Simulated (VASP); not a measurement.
Write the native input for VASP 6.6.1 that does the following.

* Task: relaxation of cell and atoms
* Functional: PBE
* Potentials or basis: VASP PAW PBE potentials, release 64 (Hf_pv, Ti_sv, B)
* Cutoff: 600 eV
* k mesh: 4 × 4 × 4
* Occupations: gaussian, width 0.1 eV
* Spin: no spin polarisation
* Dipole correction: no
* Further INCAR settings: ALGO = Normal; EDIFF = 1e-06; IBRION = 2; EDIFFG = -0.04; NSW = 90; ISIF = 3

The structure of HfTi2B6 lies in POSCAR:

```
HfTi2B6
1.0
    0.0000000000      3.6566798200      3.6566798200
    3.6566798200      0.0000000000      3.6566798200
    3.6566798200      3.6566798200      0.0000000000
Hf Ti B
1 2 6
Direct
    0.5000000000      0.5000000000      0.5000000000
    0.7500000000      0.7500000000      0.7500000000
    0.2500000000      0.2500000000      0.2500000000
    0.0000000000      0.0000000000      0.5000000000
    0.5000000000      0.5000000000      0.0000000000
    0.0000000000      0.5000000000      0.0000000000
    0.5000000000      0.0000000000      0.0000000000
    0.5000000000      0.0000000000      0.5000000000
    0.0000000000      0.5000000000      0.5000000000
```

One way to write it, as run:

INCAR

```
SYSTEM = HfTi2B6
ALGO     = Normal         ! electronic algorithm
EDIFF    = 1E-6           ! SCF threshold, eV
EDIFFG   = -0.04          ! ionic threshold
ENCUT    = 600            ! plane-wave cutoff, eV
GGA      = PE             ! functional
IBRION   = 2              ! ionic algorithm
ISIF     = 3              ! what is computed and relaxed
ISMEAR   = 0              ! smearing method
LASPH    = .True.         ! aspherical terms in the spheres
LCHARG   = .False.        ! write CHGCAR
LREAL    = .False.        ! projectors in reciprocal space
LWAVE    = .False.        ! write WAVECAR
NELM     = 100            ! most SCF steps
NSW      = 90             ! ionic steps
PREC     = Accurate       ! precision mode
SIGMA    = 0.1            ! smearing width, eV
```

KPOINTS

```
k-points
0
Gamma
  4 4 4
  0 0 0
```

Potentials or basis: VASP PAW PBE potentials, release 64 (Hf_pv, Ti_sv, B).

Run with:

```sh
$ cat potpaw_PBE.64/Hf_pv/POTCAR potpaw_PBE.64/Ti_sv/POTCAR potpaw_PBE.64/B/POTCAR > POTCAR
$ mpirun -np 1 vasp_std > vasp.out
```

It gave:

```json
{"Relaxed volume": "14.91 Å³/atom", "Relaxed cell": "a = 5.746 Å, b = 5.746 Å, c = 5.746 Å, α = 60.00°, β = 60.00°, γ = 60.00°", "Space group after relaxing (to 0.05 Å)": "Fm-3m (No. 225)", "Energy gained by relaxing": "478.3 meV/atom", "Ionic steps": "4", "Pressure after relaxing": "-0.1 GPa", "Band gap on the k mesh": "zero (filled and empty bands touch)"}
```

Caveat: the k points lie up to 0.33 Å⁻¹ apart in the final cell; the volume moved by over 15 % at a fixed basis, so the end points are rough; spin-orbit coupling is left out, which moves the levels of the heavy elements.

Run time: 2.3 min on 1 thread of Intel(R) Xeon(R) 6975P-C (Granite Rapids), with other jobs on the host, peak memory 0.27 GiB.
